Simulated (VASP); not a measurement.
# Cs (Fm-3m) in VASP: notebook, part 2 of 2

VASP 6.6.1. The steps go on from the part before.

### Step 3. Single point, PBE (46.62 Å³/atom)

INCAR reads:

```
SYSTEM = Cs
PREC = Accurate ; ENCUT = 520
EDIFF = 1E-6 ; ISMEAR = -1
SIGMA = 0.05 ; LREAL = .FALSE.
LASPH = .TRUE. ; NELM = 100
ALGO = Normal ; ISIF = 2
LWAVE = .FALSE. ; LCHARG = .FALSE.
GGA = PE ; NBANDS = 10
```

KPOINTS reads:

```
Automatic mesh
0
G
  10 10 10
  0 0 0
```

POSCAR reads:

```
Cs
1.0
    0.0000000000      2.8565786267      2.8565786267
    2.8565786267      0.0000000000      2.8565786267
    2.8565786267      2.8565786267      0.0000000000
Cs
1
Direct
    0.0000000000      0.0000000000      0.0000000000
```

Potentials or basis: VASP PAW PBE potentials, release 64 (Cs_sv).

The run is started by

```console
cat potpaw_PBE.64/Cs_sv/POTCAR > POTCAR
mpirun -np 1 vasp_std > vasp.out
```

Wall time 9.7 s (1 thread of Intel Xeon 6975P-C (Granite Rapids), shared host); peak memory 0.17 GiB.

The run converged. Its results:

```yaml
Free_energy: -0.0808 eV
Pressure: 6.0 GPa
Band_gap_on_the_k_mesh: zero (an odd number of electrons rules out a gap without spin polarisation)
```

Levels at points of the mesh, in eV from the Fermi level:
| k point | band 1 | band 2 | band 3 | band 4 | band 5 | band 6 | band 7 | band 8 | band 9 | band 10 |
| --- | --- | --- | --- | --- | --- | --- | --- | --- | --- | --- |
| (0.00, 0.00, 0.00) | -24.04 | -9.93 | -9.93 | -9.93 | -2.05 | 2.81 | 2.81 | 2.81 | 5.34 | 5.34 |
| (0.50, 0.00, 0.00) | -23.77 | -11.76 | -10.15 | -10.15 | -0.50 | 2.48 | 2.48 | 3.22 | 6.57 | 7.36 |
| (0.50, 0.50, 0.00) | -23.68 | -11.61 | -10.57 | -10.57 | -1.02 | -0.10 | 4.99 | 7.44 | 8.06 | 8.06 |

Caveat: the cell stands under pressure; spin-orbit coupling is left out, which moves the levels of the heavy elements.

### Step 4. Single point, PBE (52.45 Å³/atom)

This run uses another cell than the first one, of 52.45 Å³/atom.

INCAR reads:

```
SYSTEM = Cs
  PREC = Accurate
  ENCUT = 520
  EDIFF = 1E-6
  ISMEAR = -1
  SIGMA = 0.05
  LREAL = .False.
  LASPH = .True.
  NELM = 100
  ALGO = Normal
  ISIF = 2
  LWAVE = .False.
  LCHARG = .False.
  GGA = PE
  NBANDS = 10
```

KPOINTS reads:

```
regular mesh
0
Gamma
  10 10 10
  0 0 0
```

POSCAR reads:

```
Cs
1.0
    0.0000000000      2.9709614953      2.9709614953
    2.9709614953      0.0000000000      2.9709614953
    2.9709614953      2.9709614953      0.0000000000
Cs
1
Direct
    0.0000000000      0.0000000000      0.0000000000
```

Potentials or basis: VASP PAW PBE potentials, release 64 (Cs_sv).

The run is started by

```console
cat potpaw_PBE.64/Cs_sv/POTCAR > POTCAR
mpirun -np 1 vasp_std > vasp.out
```

OUTCAR:

```text
SYSTEM = Cs
   PREC = Accurate
   ENCUT = 520
   EDIFF = 1E-6
   ISMEAR = -1
   LREAL = .False.
   LASPH = .True.
   NELM = 100
   ISIF = 2
   GGA = PE

 ion  position               nearest neighbor table
   1  0.000  0.000  0.000-

  LATTYP: Found a face centered cubic cell.
 ALAT       =     5.9419229906

  Lattice vectors:

 A1 = (   0.0000000000,   2.9709614953,   2.9709614953)
 A2 = (   2.9709614953,   0.0000000000,   2.9709614953)
 A3 = (   2.9709614953,   2.9709614953,   0.0000000000)

Analysis of symmetry for initial positions (statically):
=====================================================================
 Subroutine PRICEL returns:
 Original cell was already a primitive cell.

 Routine SETGRP: Setting up the symmetry group for a
 face centered cubic supercell.

 Subroutine GETGRP returns: Found 48 space group operations
 (whereof 48 operations were pure point group operations)
 out of a pool of 48 trial point group operations.

The static configuration has the point symmetry O_h .

Analysis of symmetry for dynamics (positions and initial velocities):
[... 160 lines left out ...]
 fundamental gap:      0.0607698510
 Fermi energy:         3.2997781001

 k-point     1 :       0.0000    0.0000    0.0000
  band No.  band energies     occupation
      1     -20.5436      2.00000
      2      -6.7014      2.00000
      3      -6.7014      2.00000
      4      -6.7014      2.00000
      5       1.2110      2.00000
      6       6.1312      0.00000
      7       6.1312      0.00000
      8       6.1312      0.00000
      9       8.3844      0.00000
     10       8.3844      0.00000
[... 287 lines left out ...]
 k-point    24 :       0.4000    0.3000    0.0000
  band No.  band energies     occupation
      1     -20.3582      2.00000
      2      -7.7631      2.00000
      3      -7.1247      2.00000
      4      -7.0737      2.00000
      5       3.0540      1.98543
      6       3.9654      0.00000
      7       6.0496      0.00000
      8       8.0591      0.00000
      9       8.7904      0.00000
     10      10.0371      0.00000

 [... further k-points ...]

------------------------ aborting loop because EDIFF is reached ----------------------------------------

  FORCE on cell =-STRESS in cart. coord.  units (eV):
  Direction    XX          YY          ZZ          XY          YZ          ZX
  --------------------------------------------------------------------------------------
  -------------------------------------------------------------------------------------
  Total        1.5241016      1.5241016      1.5241016      0.0000000     -0.0000000      0.0000000
  in kB       46.5589772     46.5589772     46.5589772      0.0000000     -0.0000000      0.0000000
  external PRESSURE =      46.5589772 kB  Pullay stress =       0.0000000 kB

 VOLUME and BASIS-vectors are now :
 -----------------------------------------------------------------------------
  energy-cutoff  :      520.00
  volume of cell :       52.45
      direct lattice vectors                 reciprocal lattice vectors
     0.000000000  2.970961495  2.970961495    -0.168295685  0.168295685  0.168295685
     2.970961495  0.000000000  2.970961495     0.168295685 -0.168295685  0.168295685
     2.970961495  2.970961495  0.000000000     0.168295685  0.168295685 -0.168295685

 POSITION                                       TOTAL-FORCE (eV/Angst)
 -----------------------------------------------------------------------------------
      0.00000      0.00000      0.00000         0.000000      0.000000      0.000000
 -----------------------------------------------------------------------------------
    total drift:                                0.000000      0.000000      0.000000

  FREE ENERGIE OF THE ION-ELECTRON SYSTEM (eV)
  ---------------------------------------------------
  free  energy   TOTEN  =        -0.2713716350 eV

  energy  without entropy=       -0.2575466258  energy(sigma->0) =       -0.26445913
```

stdout:

```text
POSCAR found type information on POSCAR Cs
 POSCAR found :  1 types and       1 ions
 scaLAPACK will be used
 LDA part: xc-table for (Slater+PW92), standard interpolation
 POSCAR, INCAR and KPOINTS ok, starting setup
 FFT: planning ... GRIDC
 FFT: planning ... GRID_SOFT
 FFT: planning ... GRID
 WAVECAR not read
 entering main loop
```

Wall time 7.9 s (1 thread of Intel Xeon 6975P-C (Granite Rapids), shared host); peak memory 0.17 GiB.

Results:

- Free energy: -0.2714 eV
- Pressure: 4.7 GPa
- Band gap on the k mesh: zero (an odd number of electrons rules out a gap without spin polarisation)

Caveat: the cell stands under pressure; spin-orbit coupling is left out, which moves the levels of the heavy elements.

### Step 5. Single point, PBE (52.45 Å³/atom)

This run uses another cell than the first one, of 52.45 Å³/atom.

INCAR reads:

```
PREC = Accurate
ENCUT = 520
EDIFF = 1E-6
ISMEAR = -1
SIGMA = 0.05
LREAL = False
LASPH = True
NELM = 60
ALGO = Normal
ISIF = 2
LWAVE = False
LCHARG = False
GGA = PE
NBANDS = 10
```

KPOINTS reads:

```
regular mesh
0
Gamma
  10 10 10
```

POSCAR is that of step 4.

The run is started by

```console
cat potpaw_PBE.64/Cs_sv/POTCAR > POTCAR
mpirun -np 1 vasp_std > vasp.out
```

Run time: 7.4 s. Hardware: 1 thread of Intel Xeon 6975P-C (Granite Rapids), shared host; peak memory 0.17 GiB.

The run converged. Its results:

| Item | Value |
| --- | --- |
| Free energy | -0.2714 eV |
| Pressure | 4.7 GPa |
| Band gap on the k mesh | zero (an odd number of electrons rules out a gap without spin polarisation) |

Levels at points of the mesh, in eV from the Fermi level:
```
           k point  band 2  band 3  band 4  band 5  band 6  band 7  band 8  band 9
(0.00, 0.00, 0.00)  -10.00  -10.00  -10.00   -2.09    2.83    2.83    2.83    5.08
(0.50, 0.00, 0.00)  -11.38  -10.17  -10.17   -0.37    2.54    2.54    2.71    6.31
(0.50, 0.50, 0.00)  -11.27  -10.48  -10.48   -0.72    0.20    4.24    6.94    7.40
```

Caveat: the cell stands under pressure; spin-orbit coupling is left out, which moves the levels of the heavy elements.
